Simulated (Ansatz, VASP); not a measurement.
# Two plane-wave programs on InAs

The input POSCAR:

```
InAs
1.0
    0.0899157500      2.8773040000      2.8773040000
    2.9672197500      0.0000000000      2.9672197500
    2.8773040000      2.8773040000      0.0899157500
In As
1 1
Direct
    0.5000000000      0.5000000000      0.5000000000
    0.0000000000      0.0000000000      0.0000000000
```

The input INCAR.step1:

```
  PREC = Accurate
  ENCUT = 520
  ISMEAR = 0
  SIGMA = 0.15
  LREAL = F
  LASPH = T
  NELM = 80
  NBANDS = 16
  GGA = PE
  ALGO = Normal
  EDIFF = 1E-4
  LWAVE = T
  LCHARG = F
```

INCAR.step2

```
  PREC = Accurate
  ENCUT = 520
  EDIFF = 1E-6
  ISMEAR = 0
  SIGMA = 0.15
  LREAL = F
  LASPH = T
  NELM = 80
  ALGO = Normal
  ISIF = 2
  LWAVE = F
  LCHARG = F
  METAGGA = R2SCAN
  LMIXTAU = T
  NBANDS = 16
  ISTART = 1
```

Contents of KPOINTS:

```
Automatic mesh
0
Gamma
  14 14 14
```

Input for Ansatz:

```yaml
crystal:
  lattice:
    - [0.08991575, 2.877304, 2.877304]
    - [2.96721975, 0.0, 2.96721975]
    - [2.877304, 2.877304, 0.08991575]
  atoms:
    - { symbol: In, position: [0.5, 0.5, 0.5] }
    - { symbol: As, position: [0.0, 0.0, 0.0] }
basis:
  ecutwfc: 500
kpoints:
  mp_grid: { grid: [14, 14, 14] }
hamiltonian:
  xc: r2scan
scf:
  occupations: { method: gaussian, width: 0.15 }
output:
  forces: true
  stress: true
  eigenvalues: true
```

Change from the starting cell: strain +0.0625 x Voigt [0, 0, 0, 0, 1, 0], atoms carried along.

Alike in both runs: task single point; functional r2SCAN; k mesh 14 × 14 × 14; occupations gaussian, width 0.15 eV; no spin polarisation.

|  | VASP | Ansatz |
| --- | --- | --- |
| version | VASP 6.6.1 | Ansatz 0.2.0 |
| potentials or method | VASP PAW PBE potentials, release 64 (In_d, As), cutoff 520 eV | scalar-relativistic, plane waves, PAW |
| valence electrons in the cell | 18 | 28 |

```csv
,VASP,Ansatz,Ansatz less VASP
gap on the k mesh at the Fermi level (eV),none,none,-
pressure (GPa),-2.2,-2.3,-0.07
"traceless stress, the component that is largest in VASP (GPa)",-1.36,-1.36,-0.003
```

VASP's potentials were made for PBE, not for r2SCAN. A gap of «none» marks a metal or a gap that the smearing closes. VASP's potentials hold 18 valence electrons a cell and Ansatz's 28, so a difference there can come from the potentials and not from the codes.
